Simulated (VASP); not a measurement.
Input of a VASP 6.6.1 run:

INCAR

```
ALGO     = Normal         # electronic algorithm
EDIFF    = 1E-6           # SCF threshold, eV
ENCUT    = 520            # plane-wave cutoff, eV
GGA      = PE             # functional
ISIF     = 2              # what is computed and relaxed
ISMEAR   = 0              # smearing method
LASPH    = True           # aspherical terms in the spheres
LCHARG   = False          # write CHGCAR
LREAL    = False          # projectors in reciprocal space
LWAVE    = False          # write WAVECAR
NBANDS   = 17             # bands
NELM     = 80             # most SCF steps
PREC     = Accurate       # precision mode
SIGMA    = 0.03           # smearing width, eV
```

File KPOINTS:

```
k-points
0
Gamma
  10 10 10
```

File POSCAR:

```
SnTe
1.0
   -0.6840582467      2.8541740639      2.8541740639
    2.8541740639     -0.6840582467      2.8541740639
    2.8541740639      2.8541740639     -0.6840582467
Sn Te
1 1
Direct
    0.0000000000      0.0000000000      0.0000000000
    0.5000000000      0.5000000000      0.5000000000
```

Potentials or basis: VASP PAW PBE potentials, release 64 (Sn_d, Te).

Launch:

```sh
$ cat potpaw_PBE.64/Sn_d/POTCAR potpaw_PBE.64/Te/POTCAR > POTCAR
$ mpirun -np 1 vasp_std > vasp.out
```

Predict the band gap on the k mesh.

zero (band 10 reaches 7.03 eV, above the bottom of band 11 at 5.43 eV).

What does it give for the pressure?

-0.5 GPa.

Stress tensor (GPa, compression positive):
```
-0.52  1.40  1.40
 1.40 -0.52  1.40
 1.40  1.40 -0.52
```

Caveat: spin-orbit coupling is left out, which moves the levels of the heavy elements.
